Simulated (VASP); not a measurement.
# Ti (P6_3/mmc) in VASP: further runs

Ti is run at these levels: PBEsol; tasks: single point, relaxation of volume and atoms at fixed shape.

All numbers are computed with VASP 6.6.1; they aren't measurements. Logs are shortened: lines on timing, memory, paths and dates and some standing lists are left out, and cuts for length are marked.

**1. The cell of the first run**

Symmetry: P6_3/mmc, No. 194, hexagonal system. Conventional cell: a = 2.899 Å, b = 2.899 Å, c = 4.599 Å, α = 90.00°, β = 90.00°, γ = 120.00°. Within 3.7 Å of Ti (site symmetry -6m2) lie 12 Ti at 2.84 to 2.90 Å.

**2. Single point, PBEsol**

INCAR reads:

```
PREC = Accurate ; ENCUT = 520
EDIFF = 1E-6 ; ISMEAR = 1
SIGMA = 0.02 ; LREAL = F
LASPH = T ; NELM = 60
ALGO = Normal ; ISIF = 2
LWAVE = F ; LCHARG = F
GGA = PS ; NBANDS = 19
```

KPOINTS reads:

```
Automatic mesh
0
Gamma
  8 8 5
```

POSCAR reads:

```
Ti
1.0
    2.8992325113      0.0000000000      0.0000000000
   -1.4496162557      2.5108090063      0.0000000000
    0.0000000000      0.0000000000      4.5994603379
Ti
2
Direct
    0.3333333333      0.6666666667      0.2500000000
    0.6666666667      0.3333333333      0.7500000000
```

Potentials or basis: VASP PAW PBE potentials, release 64 (Ti_sv).

The run is started by

```bash
$ cat potpaw_PBE.64/Ti_sv/POTCAR > POTCAR
$ mpirun -np 1 vasp_std > vasp.out
```

OUTCAR:

```text
PREC = Accurate
   ENCUT = 520
   EDIFF = 1E-6
   ISMEAR = 1
   LREAL = F
   LASPH = T
   NELM = 60
   ISIF = 2
   GGA = PS

 ion  position               nearest neighbor table
   1  0.333  0.667  0.250-   2 2.84   2 2.84   2 2.84   2 2.84   2 2.84   2 2.84
   2  0.667  0.333  0.750-   1 2.84   1 2.84   1 2.84   1 2.84   1 2.84   1 2.84

  LATTYP: Found a hexagonal cell.
 ALAT       =     2.8992325113
 C/A-ratio  =     1.5864406597

  Lattice vectors:

 A1 = (   2.8992325113,   0.0000000000,   0.0000000000)
 A2 = (  -1.4496162557,   2.5108090063,   0.0000000000)
 A3 = (   0.0000000000,   0.0000000000,   4.5994603379)

Analysis of symmetry for initial positions (statically):
=====================================================================
 Subroutine PRICEL returns:
 Original cell was already a primitive cell.

 Routine SETGRP: Setting up the symmetry group for a
 hexagonal supercell.

 Subroutine GETGRP returns: Found 24 space group operations
 (whereof 12 operations were pure point group operations)
 out of a pool of 24 trial point group operations.

The static configuration has the point symmetry D_3d.
 The point group associated with its full space group is D_6h.

Analysis of symmetry for dynamics (positions and initial velocities):
=====================================================================
 Subroutine PRICEL returns:
 Original cell was already a primitive cell.

 Routine SETGRP: Setting up the symmetry group for a
 hexagonal supercell.

 Subroutine GETGRP returns: Found 24 space group operations
 (whereof 12 operations were pure point group operations)
 out of a pool of 24 trial point group operations.

The dynamic configuration has the point symmetry D_3d.
 The point group associated with its full space group is D_6h.

 Subroutine INISYM returns: Found 24 space group operations
 (whereof 12 operations are pure point group operations),
 and found     1 'primitive' translations

----------------------------------------------------------------------------------------

                                     Primitive cell

  volume of cell :      33.4814

  direct lattice vectors                    reciprocal lattice vectors
     2.899232511  0.000000000  0.000000000     0.344918869  0.199139002  0.000000000
    -1.449616256  2.510809006  0.000000000     0.000000000  0.398278004  0.000000000
     0.000000000  0.000000000  4.599460338     0.000000000  0.000000000  0.217416811

  length of vectors
     2.899232511  2.899232511  4.599460338     0.398278004  0.398278004  0.217416811

  position of ions in fractional coordinates (direct lattice)
     0.333333333  0.666666667  0.250000000
     0.666666667  0.333333333  0.750000000

  ion indices of the primitive-cell ions
   primitive index   ion index
                 1           1
                 2           2

----------------------------------------------------------------------------------------

 KPOINTS: Automatic mesh

Automatic generation of k-mesh.
 Grid dimensions read from file:
 generate k-points for:    8    8    5

 Generating k-lattice:

  Cartesian coordinates                     Fractional coordinates (reciprocal lattice)
     0.043114859  0.024892375  0.000000000     0.125000000  0.000000000  0.000000000
     0.000000000  0.049784751  0.000000000     0.000000000  0.125000000  0.000000000
     0.000000000  0.000000000  0.043483362     0.000000000  0.000000000  0.200000000

  Length of vectors
     0.049784751  0.049784751  0.043483362

  Shift w.r.t. Gamma in fractional coordinates (k-lattice)
     0.000000000  0.000000000  0.000000000

 Subroutine IBZKPT returns following result:
 ===========================================

 Found     30 irreducible k-points:

 Following reciprocal coordinates:
            Coordinates               Weight
  0.000000  0.000000  0.000000      1.000000
  0.125000 -0.000000  0.000000      6.000000
  0.250000 -0.000000  0.000000      6.000000
  0.375000 -0.000000  0.000000      6.000000
  0.500000 -0.000000  0.000000      3.000000
  0.125000  0.125000  0.000000      6.000000
[... 16 lines left out ...]
  0.250000 -0.000000  0.400000     12.000000
  0.375000 -0.000000  0.400000     12.000000
 [... further k-points ...]
   k-points           NKPTS =     30   k-points in BZ     NKDIM =     30   number of bands    NBANDS=     19
   number of dos      NEDOS =    301   number of ions     NIONS =      2
   total plane-waves  NPLWV =  20736
   dimension x,y,z NGX =    24 NGY =   24 NGZ =   36
   dimension x,y,z NGXF=    48 NGYF=   48 NGZF=   72
   ions per type =               2
   NGX,Y,Z   is equivalent  to a cutoff of  13.76, 13.76, 13.01 a.u.
   NGXF,Y,Z  is equivalent  to a cutoff of  27.52, 27.52, 26.02 a.u.
 SYSTEM =  unknown system
   PREC   = accura    normal or accurate (medium, high low for compatibility)
   ISTART =      0    job   : 0-new  1-cont  2-samecut
   ICHARG =      2    charge: 1-file 2-atom 10-const
   ISPIN  =      1    spin polarized calculation?
   LNONCOLLINEAR =      F non collinear calculations
   LSORBIT =      F    spin-orbit coupling
   LASPH  =      T    aspherical Exc in radial PAW
   ENCUT  =  520.0 eV  38.22 Ry    6.18 a.u.   5.39  5.39  8.55*2*pi/ulx,y,z
   NELM   =     60;   NELMIN=  2; NELMDL= -5     # of ELM steps
   EDIFF  = 0.1E-05   stopping-criterion for ELM
   LREAL  =      F    real-space projection
   EDIFFG = 0.1E-04   stopping-criterion for IOM
   NSW    =      0    number of steps for IOM
   IBRION =     -1    ionic relax: 0-MD 1-quasi-New 2-CG
   NFREE  =      0    steps in history (QN), initial steepest desc. (CG)
   ISIF   =      2    stress and relaxation
   ISYM   =      2    0-nonsym 1-usesym 2-fastsym
   POTIM  = 0.5000    time-step for ionic-motion
   TEBEG  =    0.0;   TEEND  =   0.0 temperature during run
   PSTRESS=    0.0 pullay stress
   NELECT =      24.0000    total number of electrons
   NUPDOWN=      -1.0000    fix difference up-down
   EMIN   =  10.00;   EMAX   =-10.00  energy-range for DOS
   EFERMI =   0.00;   METHOD = LEGACY
   ISMEAR =     1;   SIGMA  =   0.02  broadening in eV -4-tet -1-fermi 0-gaus
   EFERMI_NEDOS =   21; number of points for ismear=-14 and -15
   IALGO  =     38    algorithm
   IMIX   =      4    mixing-type and parameters
     AMIX     =   0.40;   BMIX     =  1.00
     AMIX_MAG =   1.60;   BMIX_MAG =  1.00
  volume/ion in A,a.u.               =      16.74       112.97
  Fermi-wavevector in a.u.,A,eV,Ry     =   1.465134  2.768702 29.206510  2.146618
  Thomas-Fermi vector in A             =   2.581027
   LORBIT       =      0    0 simple, 1 ext, 2 COOP (PROOUT), +10 PAW based schemes
   GGA     = PS    functional components
   LHFCALC =     F    Hartree Fock is set to
   AEXX    =    0.0000 exact exchange contribution
   IVDW    =     0    specifies the selected vdW correction
   LEPSILON=     F    determine dielectric tensor
   LRPA    =     F    only Hartree local field effects (RPA)
 non-spin polarized calculation
 Methfessel and Paxton  Order N= 1 SIGMA  =   0.02
  energy-cutoff  :      520.00
  volume of cell :       33.48
 maximum number of plane-waves:       929
 NGX is ok and might be reduce to    24
   NGX = 11   NGY = 11   NGZ = 17

 number of electron      23.9999999 magnetization

 Free energy of the ion-electron system (eV)
  ---------------------------------------------------
  ext. energy  EPLUGINS =         0.00000000
  ---------------------------------------------------
  free energy    TOTEN  =       -16.67964714 eV

  energy without entropy =      -16.67953276  energy(sigma->0) =      -16.67960901

 E-fermi :   8.6714     XC(G=0): -11.8133

 val. band max:        8.6679811734   @ k =   0.2500   0.2500   0.4000
 cond. band min:       8.6843006531   @ k =   0.3750   0.2500   0.2000
 fundamental gap:      0.0163194797
 Fermi energy:         8.6713673356

 k-point     1 :       0.0000    0.0000    0.0000
  band No.  band energies     occupation
      1     -47.9757      2.00000
      2     -47.8147      2.00000
      3     -24.7174      2.00000
      4     -23.9770      2.00000
      5     -23.9770      2.00000
      6     -23.9116      2.00000
[... 11 lines left out ...]
     18      10.2833      0.00000
     19      11.8942      0.00000

 k-point     2 :       0.1250   -0.0000    0.0000
  band No.  band energies     occupation
      1     -47.9579      2.00000
      2     -47.8077      2.00000
      3     -24.6789      2.00000
      4     -24.0556      2.00000
      5     -24.0027      2.00000
      6     -23.9449      2.00000
[... 11 lines left out ...]
     18      10.2058      0.00000
     19      12.0160      0.00000

 k-point     3 :       0.2500   -0.0000    0.0000
  band No.  band energies     occupation
      1     -47.9128      2.00000
      2     -47.7928      2.00000
      3     -24.5757      2.00000
      4     -24.2476      2.00000
      5     -24.1322      2.00000
      6     -24.0616      2.00000
[... 11 lines left out ...]
     18      10.9602      0.00000
     19      12.2007      0.00000

 k-point     4 :       0.3750   -0.0000    0.0000
  band No.  band energies     occupation
      1     -47.8619      2.00000
      2     -47.7834      2.00000
      3     -24.4445      2.00000
      4     -24.4414      2.00000
      5     -24.3095      2.00000
      6     -24.1174      2.00000
[... 407 lines left out ...]
     18      11.2996      0.00000
     19      11.7303      0.00000

 k-point    23 :       0.2500   -0.0000    0.4000
  band No.  band energies     occupation
      1     -47.8716      2.00000
      2     -47.8346      2.00000
      3     -24.4671      2.00000
      4     -24.3412      2.00000
      5     -24.1084      2.00000
      6     -24.0203      2.00000
[... 11 lines left out ...]
     18      11.5274      0.00000
     19      11.7639      0.00000

 k-point    24 :       0.3750   -0.0000    0.4000
  band No.  band energies     occupation
      1     -47.8348      2.00000
      2     -47.8106      2.00000
      3     -24.5571      2.00000
      4     -24.4935      2.00000
      5     -24.1433      2.00000
      6     -24.0542      2.00000
[... 11 lines left out ...]
     18      11.9500      0.00000
     19      12.0423      0.00000

 [... further k-points ...]

------------------------ aborting loop because EDIFF is reached ----------------------------------------

  FORCE on cell =-STRESS in cart. coord.  units (eV):
  Direction    XX          YY          ZZ          XY          YZ          ZX
  --------------------------------------------------------------------------------------
  -------------------------------------------------------------------------------------
  Total        0.0064581      0.0064581     -0.1496201     -0.0000000      0.0000000     -0.0000000
  in kB        0.3090397      0.3090397     -7.1597335     -0.0000000      0.0000000     -0.0000000
  external PRESSURE =      -2.1805513 kB  Pullay stress =       0.0000000 kB

 VOLUME and BASIS-vectors are now :
 -----------------------------------------------------------------------------
  energy-cutoff  :      520.00
  volume of cell :       33.48
      direct lattice vectors                 reciprocal lattice vectors
     2.899232511  0.000000000  0.000000000     0.344918869  0.199139002  0.000000000
    -1.449616256  2.510809006  0.000000000     0.000000000  0.398278004  0.000000000
     0.000000000  0.000000000  4.599460338     0.000000000  0.000000000  0.217416811

 POSITION                                       TOTAL-FORCE (eV/Angst)
 -----------------------------------------------------------------------------------
     -0.00000      1.67387      1.14987        -0.000000     -0.000000      0.000000
      1.44962      0.83694      3.44960         0.000000      0.000000      0.000000
 -----------------------------------------------------------------------------------
    total drift:                               -0.000000      0.000000     -0.000000

  FREE ENERGIE OF THE ION-ELECTRON SYSTEM (eV)
  ---------------------------------------------------
  free  energy   TOTEN  =       -16.6796471387 eV

  energy  without entropy=      -16.6795327588  energy(sigma->0) =      -16.67960901
```

It took 18 s on 1 thread of Intel Xeon Platinum 8259CL at 2.50GHz (Skylake/Cascade Lake), shared host; peak memory 0.15 GiB.

Results:

- Free energy: -16.6796 eV
- Pressure: -0.2 GPa
- Band gap on the k mesh: zero (band 12 reaches 9.39 eV, above the bottom of band 13 at 8.40 eV)

Stress tensor (GPa, compression positive):
```
 0.03  0.00  0.00
 0.00  0.03  0.00
 0.00  0.00 -0.72
```

Caveat: the PAW data sets were made with another functional, which shifts forces and pressure a little.

**3. Relaxation of volume and atoms at fixed shape, PBEsol**

This run uses another cell than the first one, of 17.64 Å³/atom, 1.053 times its volume.

INCAR reads:

```
PREC = Accurate ; ENCUT = 600
EDIFF = 1E-6 ; ISMEAR = 1
SIGMA = 0.02 ; LREAL = F
LASPH = T ; NELM = 60
ALGO = Normal ; ISIF = 8
LWAVE = F ; LCHARG = F
GGA = PS ; IBRION = 2
NSW = 80 ; EDIFFG = -0.02
```

KPOINTS reads:

```
regular mesh
0
Gamma
  8 8 5
```

POSCAR reads:

```
Ti
1.0
    2.9500000000      0.0000000000      0.0000000000
   -1.4750000000      2.5547750000      0.0000000000
    0.0000000000      0.0000000000      4.6800000000
Ti
2
Direct
    0.3333333333      0.6666666667      0.2500000000
    0.6666666667      0.3333333333      0.7500000000
```

Potentials or basis: VASP PAW PBE potentials, release 64 (Ti_sv).

The run is started by

```bash
$ cat potpaw_PBE.64/Ti_sv/POTCAR > POTCAR
$ mpirun -np 1 vasp_std > vasp.out
```

OUTCAR:

```text
PREC = Accurate
   ENCUT = 600
   EDIFF = 1E-6
   ISMEAR = 1
   LREAL = F
   LASPH = T
   NELM = 60
   ISIF = 8
   GGA = PS
   IBRION = 2
   NSW = 80
   EDIFFG = -0.02

 ion  position               nearest neighbor table
   1  0.333  0.667  0.250-   2 2.89   2 2.89   2 2.89   2 2.89   2 2.89   2 2.89
   2  0.667  0.333  0.750-   1 2.89   1 2.89   1 2.89   1 2.89   1 2.89   1 2.89

  LATTYP: Found a hexagonal cell.
 ALAT       =     2.9500000000
 C/A-ratio  =     1.5864406780

  Lattice vectors:

 A1 = (   2.9500000000,   0.0000000000,   0.0000000000)
 A2 = (  -1.4750000000,   2.5547750000,   0.0000000000)
 A3 = (   0.0000000000,   0.0000000000,   4.6800000000)

[... 255 lines left out ...]
  ---------------------------------------------------
  free energy    TOTEN  =       -16.68008821 eV

  energy without entropy =      -16.67995303  energy(sigma->0) =      -16.68004315

 E-fermi :   8.6945     XC(G=0): -11.8233

 val. band max:        8.6914378716   @ k =   0.2500   0.2500   0.4000
 cond. band min:       8.7070455593   @ k =   0.3750   0.2500   0.2000
 fundamental gap:      0.0156076877
 Fermi energy:         8.6944873610

 k-point     1 :       0.0000    0.0000    0.0000
  band No.  band energies     occupation
      1     -47.9494      2.00000
      2     -47.7870      2.00000
      3     -24.6942      2.00000
      4     -23.9492      2.00000
      5     -23.9492      2.00000
      6     -23.8830      2.00000
[... 433 lines left out ...]
      3     -24.5331      2.00000
      4     -24.4692      2.00000
      5     -24.1164      2.00000
      6     -24.0270      2.00000
[... 8 lines left out ...]
     15      10.0030      0.00000
     16      10.8045      0.00000

 [... further k-points ...]

------------------------ aborting loop because EDIFF is reached ----------------------------------------

  FORCE on cell =-STRESS in cart. coord.  units (eV):
  Direction    XX          YY          ZZ          XY          YZ          ZX
  --------------------------------------------------------------------------------------
  -------------------------------------------------------------------------------------
  Total        0.0537862      0.0537862     -0.0970184      0.0000000     -0.0000000      0.0000000
  in kB        2.5792214      2.5792216     -4.6523436      0.0000000     -0.0000000      0.0000000
  external PRESSURE =       0.1686998 kB  Pullay stress =       0.0000000 kB
[... 17 lines left out ...]
  FREE ENERGIE OF THE ION-ELECTRON SYSTEM (eV)
  ---------------------------------------------------
  free  energy   TOTEN  =       -16.6800882140 eV

  energy  without entropy=      -16.6799530331  energy(sigma->0) =      -16.68004315

 reached required accuracy - stopping structural energy minimisation
```

OSZICAR:

```text
N       E                     dE             d eps       ncg     rms          rms(c)
DAV:   1     0.259949812809E+03    0.25995E+03   -0.14522E+04   960   0.202E+03
DAV:   2     0.982734169706E+01   -0.25012E+03   -0.24858E+03  1000   0.522E+02
DAV:   3    -0.177640922060E+02   -0.27591E+02   -0.27371E+02  1888   0.140E+02
[... 29 lines left out ...]
DAV:   5    -0.166771832004E+02   -0.98907E-02   -0.20254E-02  1232   0.892E-01    0.305E-01
DAV:   6    -0.166796312840E+02   -0.24481E-02   -0.61166E-03  1376   0.675E-01    0.636E-02
DAV:   7    -0.166800139325E+02   -0.38265E-03   -0.92805E-04  1344   0.177E-01    0.316E-02
DAV:   8    -0.166800847596E+02   -0.70827E-04   -0.13936E-04  1376   0.744E-02    0.798E-03
DAV:   9    -0.166800880565E+02   -0.32969E-05   -0.14972E-05  1392   0.246E-02    0.266E-03
DAV:  10    -0.166800882140E+02   -0.15752E-06   -0.41929E-07   536   0.555E-03
   3 F= -.16680088E+02 E0= -.16680043E+02  d E =-.356032E-01
```

CONTCAR:

```text
Ti
   1.00000000000000
     2.8972067399919732    0.0000000000000000    0.0000000000000000
    -1.4486033699959866    2.5090546946315229    0.0000000000000000
     0.0000000000000000    0.0000000000000000    4.5962466248008242
  Ti
     2
Direct
     0.3333333332999970    0.6666666667000030    0.2500000000000000
     0.6666666667000030    0.3333333332999970    0.7500000000000000

  0.00000000E+00  0.00000000E+00  0.00000000E+00
  0.00000000E+00  0.00000000E+00  0.00000000E+00
```

Run time: 49 s. Hardware: 1 thread of Intel Xeon Platinum 8259CL at 2.50GHz (Skylake/Cascade Lake), shared host; peak memory 0.17 GiB.

What came out:

```yaml
Free_energy: -16.6801 eV
Relaxed_volume: 16.71 Å³/atom
Relaxed_cell: a = 2.897 Å, b = 2.897 Å, c = 4.596 Å, α = 90.00°, β = 90.00°, γ = 120.00°
Space_group_after_relaxing_to_0.05_Å: P6_3/mmc (No. 194)
Energy_gained_by_relaxing: 17.8 meV/atom
Ionic_steps: 3
Pressure_after_relaxing: 0.0 GPa
Band_gap_on_the_k_mesh: zero (band 12 reaches 9.42 eV, above the bottom of band 13 at 8.42 eV)
```

Stress tensor (GPa, compression positive):
```
 0.26  0.00  0.00
 0.00  0.26  0.00
 0.00  0.00 -0.47
```

Step by step:
```csv
step,energy change (eV),largest force (eV/Å),pressure (GPa),volume (Å³)
1,0.0000,0.0000,-5.81,35.27
2,-0.0156,0.0000,4.99,32.11
3,-0.0356,0.0000,0.02,33.41
```

Final structure:
```
Ti
1.0
     2.89721    0.00000    0.00000
    -1.44860    2.50905    0.00000
     0.00000    0.00000    4.59625
Ti
2
Direct
  0.33333 0.66667 0.25000
  0.66667 0.33333 0.75000
```

Caveat: the PAW data sets were made with another functional, which shifts forces and pressure a little.
